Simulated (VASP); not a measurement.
Runs of VASP 6.6.1 on AlN. It takes space group F-43m (No. 216, cubic). Conventional cell: a = 4.370 Å, b = 4.370 Å, c = 4.370 Å, α = 90.00°, β = 90.00°, γ = 90.00°. Al (site symmetry -43m) has 4 N at 1.89 Å within 2.5 Å. Within 2.5 Å of N (site symmetry -43m) lie 4 Al at 1.89 Å. 

```csv
level,k mesh,cutoff (eV),smearing,grid for exact exchange (PRECFOCK),share of exact exchange,screening parameter,gap on the mesh (eV),pressure (GPa)
PBEsol,8 × 8 × 8,600,methfessel-paxton 0.2 eV,-,-,-,3.19,0.9
PBEsol,8 × 8 × 8,600,gaussian 0.5 eV,-,-,-,3.19,0.9
PBEsol,8 × 8 × 8,600,fermi-dirac 0.5 eV,-,-,-,3.19,(a)
PBEsol,2 × 2 × 2,600,gaussian 0.01 eV,-,-,-,2.69,5.6
PBE-based screened hybrid,4 × 4 × 4,520,gaussian 0.01 eV,Normal,0.2,0.3 1/Å,(b),0.5
```

Alike in all rows: task single point; potentials or basis VASP PAW PBE potentials, release 64 (Al, N); no spin polarisation; cell as given.

Q: Fill in the values left out.

A: (a) 1.0; (b) 4.11.

Caveats: some runs use coarse meshes; the PAW data sets were made with another functional, which shifts forces and pressure a little.

A k mesh can miss the band edges.
